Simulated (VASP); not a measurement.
## BaZrO3: single point with PBEsol

The system is BaZrO3.

```
Ba Zr O
1.0
     4.18062    0.00000    0.00000
     0.00000    4.18062    0.00000
     0.00000    0.00000    4.18062
Ba Zr O
1 1 3
Direct
  0.00000 0.00000 0.00000
  0.50000 0.50000 0.50000
  0.00000 0.50000 0.50000
  0.50000 0.00000 0.50000
  0.50000 0.50000 0.00000
```

```
Program                : VASP 6.6.1
Task                   : single point
Functional             : PBEsol
Potentials or basis    : VASP PAW PBE potentials, release 64 (Ba_sv, Zr_sv, O_h)
Cutoff                 : 910 eV
k mesh                 : 8 × 8 × 8
Occupations            : fermi-dirac, width 0.1 eV
Spin                   : no spin polarisation
Dipole correction      : no
Further INCAR settings : ALGO = Normal; EDIFF = 1e-06; NBANDS = 28
```

```yaml
Pressure: 0.9 GPa
Band_gap_on_the_k_mesh: 3.13 eV (least direct gap 3.34 eV)
```

Levels at points of the mesh, in eV from the valence-band top:
| k point | band 18 | band 19 | band 20 | band 21 | band 22 | band 23 |
| --- | --- | --- | --- | --- | --- | --- |
| (0.00, 0.00, 0.00) | -0.21 | -0.21 | -0.21 | 3.13 | 3.13 | 3.13 |
| (0.50, 0.00, 0.00) | -1.74 | -0.44 | -0.44 | 3.59 | 5.74 | 5.74 |
| (0.50, 0.50, 0.00) | -0.94 | -0.77 | -0.08 | 5.71 | 5.71 | 6.47 |
| (0.50, 0.50, 0.50) | 0.00 | 0.00 | 0.00 | 5.94 | 5.94 | 5.94 |

It used 150 s of CPU time on 1 thread of Intel(R) Xeon(R) Platinum 8488C (Sapphire Rapids), on a shared host.

Caveat: the cutoff is under 1.25 times the usual one of these potentials, so pressure, stress and relaxed cells hold a basis-set (Pulay) error; the PAW data sets were made with another functional, which shifts forces and pressure a little; spin-orbit coupling is left out, which moves the levels of the heavy elements. A k mesh can miss the band edges.
